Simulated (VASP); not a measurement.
Write the native input for VASP 6.6.1 that does the following.

| Property | Result |
| --- | --- |
| Task | single point |
| Functional | PBE |
| Potentials or basis | VASP PAW PBE potentials, release 64 (Sc_sv, H) |
| Cutoff | 520 eV |
| k mesh | 14 × 14 × 8 |
| Occupations | gaussian, width 0.1 eV |
| Spin | no spin polarisation |
| Dipole correction | no |
| Further INCAR settings | ALGO = Normal; EDIFF = 1e-07; NBANDS = 18 |

The structure of Sc2H lies in POSCAR:

```
Sc2H
1.0
    2.8744698559     -1.6617410226      0.1487753578
    2.8744698559      1.6617410226      0.1487753578
   -0.2641649345      0.0000000000      5.0993627191
Sc H
2 1
Direct
    0.8332463275      0.8332463275      0.7545927560
    0.1667536725      0.1667536725      0.2454072440
    0.5000000000      0.5000000000      0.0000000000
```

One way to write it, as run:

INCAR

```
SYSTEM = Sc2H
ALGO = Normal
EDIFF = 1E-7
ENCUT = 520
GGA = PE
ISIF = 2
ISMEAR = 0
LASPH = .TRUE.
LCHARG = .FALSE.
LREAL = .FALSE.
LWAVE = .FALSE.
NBANDS = 18
NELM = 60
PREC = Accurate
SIGMA = 0.1
```

KPOINTS

```
k-points
0
G
  14 14 8
  0 0 0
```

Potentials or basis: VASP PAW PBE potentials, release 64 (Sc_sv, H).

Command:

```bash
$ cat potpaw_PBE.64/Sc_sv/POTCAR potpaw_PBE.64/H/POTCAR > POTCAR
$ mpirun -np 1 vasp_std > vasp.out
```

It gave:

```
Pressure      : 0.1 GPa
Largest force : 0.008 eV/Å
```

Wall time 4.3 min on 1 thread of AMD EPYC 9R45 96-Core Processor (Zen 5) (shared host), peak memory 0.42 GiB.
